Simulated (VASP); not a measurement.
Write the native input for VASP 6.6.1 that does the following.

```yaml
Task: single point
Functional: RPBE
Dispersion: D3(BJ)
Potentials_or_basis: VASP PAW PBE potentials, release 64 (As_d, B)
Cutoff: 600 eV
k_mesh: 10 × 10 × 10
Occupations: fermi-dirac, width 0.05 eV
Spin: no spin polarisation
Dipole_correction: no
Second_run: valence_matched
Further_INCAR_settings: ALGO = Normal; EDIFF = 1e-06; NBANDS = 16
```

The structure of BAs lies in POSCAR:

```
BAs
1.0
    0.0000000000      2.3087685351      2.3087685351
    2.3087685351      0.0000000000      2.3087685351
    2.3087685351      2.3087685351      0.0000000000
As B
1 1
Direct
    0.7500000000      0.7500000000      0.7500000000
    0.0000000000      0.0000000000      0.0000000000
```

The input as run:

INCAR

```
PREC = Accurate
ENCUT = 600
EDIFF = 1E-6
ISMEAR = -1
SIGMA = 0.05
LREAL = False
LASPH = True
NELM = 120
ALGO = Normal
ISIF = 2
LWAVE = False
LCHARG = False
GGA = RP
IVDW = 12
NBANDS = 16
GGA_COMPAT = False
```

KPOINTS

```
Automatic mesh
0
Gamma
  10 10 10
```

Potentials or basis: VASP PAW PBE potentials, release 64 (As_d, B).

Command:

```bash
$ cat potpaw_PBE.64/As_d/POTCAR potpaw_PBE.64/B/POTCAR > POTCAR
$ mpirun -np 1 vasp_std > vasp.out
```

It gave:

```json
{
 "Pressure": "-0.5 GPa",
 "Band gap on the k mesh": "1.10 eV, indirect (least direct gap 3.42 eV)",
 "Dispersion energy per atom": "-1.404 eV"
}
```

Caveat: the PAW data sets were made with another functional, which shifts forces and pressure a little.

It took 24 s on 1 thread of AMD EPYC 7R13 Processor (Zen 3) (shared host), peak memory 0.15 GiB.
